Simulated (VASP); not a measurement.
BeC, 8 atoms in the cell. The structure is hexagonal, space group P6_3/mmc (No. 194). Conventional cell: a = 2.845 Å, b = 2.845 Å, c = 9.375 Å, α = 90.00°, β = 90.00°, γ = 120.00°. Within 2.7 Å of Be (site symmetry -6m2) lie 6 C at 2.02 Å. Be (site symmetry -3m) has 6 C at 2.02 Å within 2.7 Å. C (site symmetry 3m) has 6 Be at 2.02 Å and 1 C at 2.34 Å within 2.7 Å. 

- Program: VASP 6.6.1
- Task: single point
- Functional: PBE
- Potentials or basis: VASP PAW PBE potentials, release 64 (Be, C)
- Cutoff: 520 eV
- k mesh: 6 × 6 × 2
- Occupations: gaussian, width 0.1 eV
- Spin: no spin polarisation
- Dipole correction: no
- Further INCAR settings: ALGO = Normal; EDIFF = 1e-06; NBANDS = 22

Potentials or basis: VASP PAW PBE potentials, release 64 (Be, C).

Run with:

```bash
$ cat potpaw_PBE.64/Be/POTCAR potpaw_PBE.64/C/POTCAR > POTCAR
$ mpirun -np 1 vasp_std > vasp.out
```

Hardware: 1 thread of Intel(R) Xeon(R) Platinum 8124M CPU @ 3.00GHz (Skylake/Cascade Lake), with other jobs on the host.

**Question.** How long does it take, and how much memory?

**Answer.** Run time: 15 s on 1 thread of Intel(R) Xeon(R) Platinum 8124M CPU @ 3.00GHz (Skylake/Cascade Lake), on a shared host, peak memory 0.18 GiB. Counts: scf iterations 12, k points 14.
